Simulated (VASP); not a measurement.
A run of VASP 6.6.1 is set up as follows.

The input INCAR:

```
PREC = Accurate
ENCUT = 1300
EDIFF = 1E-6
ISMEAR = -1
SIGMA = 0.05
LREAL = F
LASPH = T
NELM = 120
ALGO = Normal
ISIF = 2
LWAVE = F
LCHARG = F
NBANDS = 16
GGA_COMPAT = F
```

File KPOINTS:

```
Automatic mesh
0
Gamma
  10 10 9
```

Contents of POSCAR:

```
WC
1.0
    2.8869927008      0.0000000000      0.0000000000
   -1.4434963504      2.5002090195      0.0000000000
    0.0000000000      0.0000000000      2.8175618425
W C
1 1
Direct
    0.0000000000      0.0000000000      0.0000000000
    0.6666666667      0.3333333333      0.5000000000
```

Potentials or basis: VASP PAW LDA potentials, release 64 (W_sv, C_h).

Launch:

```sh
$ cat potpaw_LDA.64/W_sv/POTCAR potpaw_LDA.64/C_h/POTCAR > POTCAR
$ mpirun -np 1 vasp_std > vasp.out
```

Q: What does it give for the pressure?

A: 0.9 GPa.

Q: What does it give for the band gap on the k mesh?

A: Zero (bands 9 and 10 overlap by 1.26 eV).

Stress tensor (GPa, compression positive):
```
1.23 0.00 0.00
0.00 1.23 0.00
0.00 0.00 0.35
```

Caveat: spin-orbit coupling is left out, which moves the levels of the heavy elements.
